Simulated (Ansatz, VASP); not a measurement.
# One calculation of Pt, two programs

File INCAR:

```
  ALGO = Fast
  EDIFF = 1E-6
  ENCUT = 520
  ISIF = 2
  ISMEAR = 0
  LASPH = True
  LCHARG = False
  LREAL = False
  LWAVE = False
  NBANDS = 11
  NELM = 60
  PREC = Accurate
  SIGMA = 0.15
```

Contents of KPOINTS:

```
k-points
0
Gamma
  20 20 20
```

Contents of POSCAR:

```
Pt
1.0
    0.0973383644      2.0343718164      2.0343718164
    2.0343718164      0.0973383644      2.0343718164
    2.0343718164      2.0343718164      0.0973383644
Pt
1
Direct
    0.0000000000      0.0000000000      0.0000000000
```

Input for Ansatz:

```yaml
crystal:
  lattice:
    - [0.0973383644, 2.0343718164, 2.0343718164]
    - [2.0343718164, 0.0973383644, 2.0343718164]
    - [2.0343718164, 2.0343718164, 0.0973383644]
  atoms:
    - { symbol: Pt, position: [0.0, 0.0, 0.0] }
basis:
  ecutwfc: 420
kpoints:
  mp_grid: { grid: [20, 20, 20] }
hamiltonian:
  xc: lda
  pseudopotentials: { kind: paw, azcp: { folder: soft_1 } }
scf:
  occupations: { method: gaussian, width: 0.15 }
output:
  forces: true
  stress: true
  eigenvalues: true
```

Change from the starting cell: equal engineering shear yz, xz and xy +0.0500, equal normal strain along x, y and z +0.0200.

Alike in both runs: task single point; functional LDA; k mesh 20 × 20 × 20; occupations gaussian, width 0.15 eV; no spin polarisation.

```csv
,VASP,Ansatz
version,VASP 6.6.1,Ansatz 0.2.0
potentials or method,"VASP PAW LDA potentials, release 64 (Pt), cutoff 520 eV","scalar-relativistic, plane waves, PAW"
valence electrons in the cell,10,18
```

|  | VASP | Ansatz | Ansatz less VASP |
| --- | --- | --- | --- |
| gap on the k mesh at the Fermi level (eV) | none | none | - |
| pressure (GPa) | -13.0 | -13.6 | -0.63 |
| traceless stress, the component that is largest in VASP (GPa) | -3.09 | -2.95 | +0.139 |

Ansatz warns that its potentials were made for another functional, while VASP's fit it. LDA's correlation is that of Perdew and Zunger in VASP and of Perdew and Wang (1992) in Ansatz. A gap of «none» marks a metal or a gap that the smearing closes. VASP's potentials hold 10 valence electrons a cell and Ansatz's 18, so a difference there can come from the potentials and not from the codes.

Neither program's run includes spin-orbit coupling.
